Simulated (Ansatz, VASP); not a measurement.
Two plane-wave programs on Cd3InO

```xyz
5
Lattice="4.1428 0.0000 0.0000 0.0000 4.1428 0.0000 0.0000 0.0000 8.5693" Properties=species:S:1:pos:R:3 pbc="T T T"
Cd    0.0000    0.0000    6.4926
Cd    2.0714    0.0000    3.0918
Cd    0.0000    2.0714    3.0918
In    0.0000    0.0000    0.7876
O     0.0000    0.0000    4.3522
```

Alike in both runs: functional PBE; k mesh 10 × 10 × 6; occupations gaussian, width 0.1 eV; no spin polarisation.

Ansatz relaxed the structure, and its values are those at the end. VASP's run is a single point on that final structure, the one shown.

|  | VASP | Ansatz |
| --- | --- | --- |
| version | VASP 6.6.1 | Ansatz 0.2.0 |
| potentials or method | VASP PAW PBE potentials, release 64 (Cd, In_d, O), cutoff 520 eV | scalar-relativistic, plane waves, PAW |
| valence electrons in the cell | 55 | 79 |

```tsv
	VASP	Ansatz	Ansatz less VASP
gap on the k mesh at the Fermi level (eV)	none	none	-
pressure (GPa)	0.3	0.0	-0.27
rms of the force components (eV/Å)	0.034	0.001	-0.0334
```

A gap of «none» marks a metal or a gap that the smearing closes. The functional is the same, so the differences come from potentials, cutoffs and numerics. VASP's potentials hold 55 valence electrons a cell and Ansatz's 79, so a difference there can come from the potentials and not from the codes.
